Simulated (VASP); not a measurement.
H22CO11, 34 atoms in the cell. The cell holds a disordered packing, 34 atoms: a = 7.120 Å, b = 7.120 Å, c = 7.120 Å, α = 90.00°, β = 90.00°, γ = 90.00°. 

- Program: VASP 6.6.1
- Task: single point
- Functional: PBE
- Potentials or basis: VASP PAW PBE potentials, release 64 (O, H, C)
- Cutoff: 520 eV
- k mesh: 1 × 1 × 1
- Occupations: fermi-dirac, width 0.05 eV
- Spin: no spin polarisation
- Dipole correction: no
- Further INCAR settings: LREAL = Auto; ALGO = Normal; EDIFF = 1e-07; NBANDS = 69

Potentials or basis: VASP PAW PBE potentials, release 64 (O, H, C).

Launch:

```console
$ cat potpaw_PBE.64/O/POTCAR potpaw_PBE.64/H/POTCAR potpaw_PBE.64/C/POTCAR > POTCAR
$ mpirun -np 1 vasp_gam > vasp.out
```

Hardware: 1 thread of Intel(R) Xeon(R) 6975P-C (Granite Rapids), with other jobs on the host.

Q: How long does it take, and how much memory?

A: Run time: 31 s on 1 thread of Intel(R) Xeon(R) 6975P-C (Granite Rapids), on a shared host, peak memory 0.35 GiB. Counts: scf iterations 17, k points 1.
